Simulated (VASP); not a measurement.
The system is Re.

```
Re
1.0
     2.77908    0.00000    0.00000
    -1.38954    2.40676    0.00000
     0.00000    0.00000    4.48773
Re
2
Direct
  0.66667 0.33333 0.75000
  0.33333 0.66667 0.25000
```

Base run:

| Quantity | Value |
| --- | --- |
| Program | VASP 6.6.1 |
| Functional | r2SCAN |
| Potentials or basis | VASP PAW PBE potentials, release 64 (Re) |
| Cutoff | 520 eV |
| k mesh | 11 × 11 × 6 |
| Occupations | fermi-dirac, width 0.05 eV |
| Spin | no spin polarisation |

Its results: band gap on the k mesh zero (band 7 reaches 8.71 eV, above the bottom of band 8 at 5.74 eV); pressure -7.8 GPa.

Q: The run is repeated on the same cell with these changes: functional from r2SCAN to PBEsol; further incar settings from ALGO = Normal; EDIFF = 1e-06; NBANDS = 14 to ALGO = Fast; EDIFF = 1e-07; NBANDS = 14. What comes out?

A: Band gap on the k mesh zero (band 7 reaches 8.76 eV, above the bottom of band 8 at 5.81 eV); pressure -11.4 GPa.

Caveats: the PAW data sets were made with another functional, which shifts forces and pressure a little; spin-orbit coupling is left out, which moves the levels of the heavy elements.
